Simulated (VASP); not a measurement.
Set up this calculation in VASP 6.6.1, as the native input.

```yaml
Task: relaxation of cell and atoms
Functional: PBE
Potentials_or_basis: VASP PAW PBE potentials, release 64 (Ti_sv, O)
Cutoff: 600 eV
k_mesh: 7 × 7 × 11
Occupations: fermi-dirac, width 0.08 eV
Spin: no spin polarisation
Target_pressure: 30 GPa
Dipole_correction: no
Further_INCAR_settings: ALGO = Normal; EDIFF = 1e-06; IBRION = 2; EDIFFG = -0.005; NSW = 60; ISIF = 3
```

The structure of TiO2 (rutile type) lies in POSCAR:

```
TiO2
1.0
    4.4333789224      0.0000000000      0.0000000000
    0.0000000000      4.4333789224      0.0000000000
    0.0000000000      0.0000000000      2.9260300888
Ti O
2 4
Direct
    0.0000000000      0.0000000000      0.0000000000
    0.5000000000      0.5000000000      0.5000000000
    0.3050000000      0.3050000000      0.0000000000
    0.6950000000      0.6950000000      0.0000000000
    0.8050000000      0.1950000000      0.5000000000
    0.1950000000      0.8050000000      0.5000000000
```

One way to write it, as run:

INCAR

```
PREC     = Accurate       # precision mode
ENCUT    = 600            # plane-wave cutoff, eV
EDIFF    = 1E-6           # SCF threshold, eV
ISMEAR   = -1             # smearing method
SIGMA    = 0.08           # smearing width, eV
LREAL    = F              # projectors in reciprocal space
LASPH    = T              # aspherical terms in the spheres
NELM     = 80             # most SCF steps
ALGO     = Normal         # electronic algorithm
ISIF     = 3              # what is computed and relaxed
LWAVE    = F              # write WAVECAR
LCHARG   = F              # write CHGCAR
GGA      = PE             # functional
IBRION   = 2              # ionic algorithm
NSW      = 60             # ionic steps
EDIFFG   = -0.005         # ionic threshold
PSTRESS  = 300.0
```

KPOINTS

```
regular mesh
0
Gamma
  7 7 11
```

Potentials or basis: VASP PAW PBE potentials, release 64 (Ti_sv, O).

Run with:

```bash
$ cat potpaw_PBE.64/Ti_sv/POTCAR potpaw_PBE.64/O/POTCAR > POTCAR
$ mpirun -np 1 vasp_std > vasp.out
```

It gave:

```json
{
  "Relaxed volume": "9.54 Å³/atom",
  "Relaxed cell": "a = 4.443 Å, b = 4.443 Å, c = 2.899 Å, α = 90.00°, β = 90.00°, γ = 90.00°",
  "Space group after relaxing (to 0.1 Å)": "P4_2/mnm (No. 136)",
  "Energy change on relaxing (the run minimises the enthalpy)": "+5.2 meV/atom",
  "Ionic steps": "7",
  "Pressure after relaxing": "30.0 GPa",
  "Band gap on the k mesh": "1.96 eV"
}
```

Caveat: the cell is relaxed towards a set pressure, so the run minimises the enthalpy, not the energy; an odd mesh through Γ misses points on the zone boundary, where band edges can lie.

Wall time 2.9 min on 1 thread of Intel(R) Xeon(R) 6975P-C (Granite Rapids), on a shared host, peak memory 0.24 GiB.
